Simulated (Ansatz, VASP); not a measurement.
Two plane-wave programs on CdInS2

```
Cd In S
1.0
     4.16973    0.00000    0.00000
    -2.08486    3.61109    0.00000
     0.00000    0.00000    5.86972
Cd In S
1 1 2
Direct
  0.00000 0.00000 0.00000
  0.00000 0.00000 0.50000
  0.66667 0.33333 0.79452
  0.33333 0.66667 0.20548
```

Alike in both runs: task single point; functional PBE; k mesh 12 × 12 × 6; occupations gaussian, width 0.15 eV; no spin polarisation.

```csv
,VASP,Ansatz
version,VASP 6.6.1,Ansatz 0.2.0
potentials or method,"VASP PAW PBE potentials, release 64 (Cd, In_d, S), cutoff 520 eV","scalar-relativistic, plane waves, PAW"
valence electrons in the cell,37,45
```

|  | VASP | Ansatz | Ansatz less VASP |
| --- | --- | --- | --- |
| gap on the k mesh at the Fermi level (eV) | none | none | - |
| pressure (GPa) | 3.9 | 3.7 | -0.23 |
| traceless stress, the component that is largest in VASP (GPa) | 7.87 | 7.91 | +0.035 |
| rms of the force components (eV/Å) | 0.404 | 0.393 | -0.0112 |

Atom by atom the forces differ by 0.011 eV/Å (rms over components). A gap of «none» marks a metal or a gap that the smearing closes. VASP's potentials hold 37 valence electrons a cell and Ansatz's 45, so a difference there can come from the potentials and not from the codes.
